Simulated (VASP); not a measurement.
Set up this calculation in VASP 6.6.1, as the native input.

```yaml
Task: single point
Functional: LDA
Potentials_or_basis: VASP PAW LDA potentials, release 64 (C, H)
Cutoff: 520 eV
k_mesh: 6 × 4 × 1
Occupations: gaussian, width 0.05 eV
Spin: no spin polarisation
Dipole_correction: yes
Further_INCAR_settings: LREAL = Auto; ALGO = Normal; EDIFF = 1e-06; NBANDS = 68
```

The structure of HC12 lies in POSCAR:

```
HC12
1.0
    4.8892663280      0.0000000000      0.0000000000
   -2.4446331640      6.7739291692      0.0000000000
    0.0000000000      0.0000000000     22.7684096771
C H
24 2
Direct
    0.4020794403      0.3041588806      0.1756820110
    0.4020794403      0.8041588805      0.1756820110
    0.9020794403      0.3041588806      0.1756820110
    0.9020794403      0.8041588805      0.1756820110
    0.1630408159      0.3260816317      0.2059829668
    0.1630408159      0.8260816317      0.2059829668
    0.6630408159      0.3260816317      0.2059829668
    0.6630408159      0.8260816317      0.2059829668
    0.1846395683      0.3692791367      0.2666259491
    0.1846395683      0.8692791367      0.2666259491
    0.6846395683      0.3692791367      0.2666259491
    0.6846395683      0.8692791367      0.2666259491
    0.4461625696      0.3923265051      0.2960492075
    0.4461625696      0.8923265051      0.2960492075
    0.9461625696      0.3923265051      0.2960492075
    0.9461625696      0.8923265051      0.2960492075
    0.4715644646      0.4431294558      0.3591099590
    0.4715644646      0.9431294558      0.3591099590
    0.9715644646      0.4431294558      0.3591099590
    0.9715644646      0.9431294558      0.3591099590
    0.2327030006      0.4654044969      0.3851129614
    0.2327030006      0.9654044969      0.3851129614
    0.7327030006      0.4654044969      0.3851129614
    0.7327030006      0.9654044969      0.3851129614
    0.2327030006      0.9015988039      0.4610954312
    0.2327030006      1.0292101898      0.4610954312
```

The input as run:

INCAR

```
SYSTEM = HC12
PREC = Accurate ; ENCUT = 520
EDIFF = 1E-6 ; ISMEAR = 0
SIGMA = 0.05 ; LREAL = Auto
LASPH = .True. ; NELM = 80
ALGO = Normal ; ISIF = 2
LWAVE = .False. ; LCHARG = .False.
LDIPOL = .True. ; IDIPOL = 3
DIPOL = 0.5 0.5 0.295 ; NBANDS = 68
```

KPOINTS

```
Automatic mesh
0
Gamma
  6 4 1
  0 0 0
```

Potentials or basis: VASP PAW LDA potentials, release 64 (C, H).

Launch:

```bash
$ cat potpaw_LDA.64/C/POTCAR potpaw_LDA.64/H/POTCAR > POTCAR
$ mpirun -np 1 vasp_std > vasp.out
```

It gave:

The largest force is 3.621 eV/Å and the band gap on the k mesh is zero (bands 49 and 50 overlap by 0.01 eV).

Wall time 85 min on 1 thread of Intel Xeon 8259CL, on a shared host, peak memory 0.8 GiB.
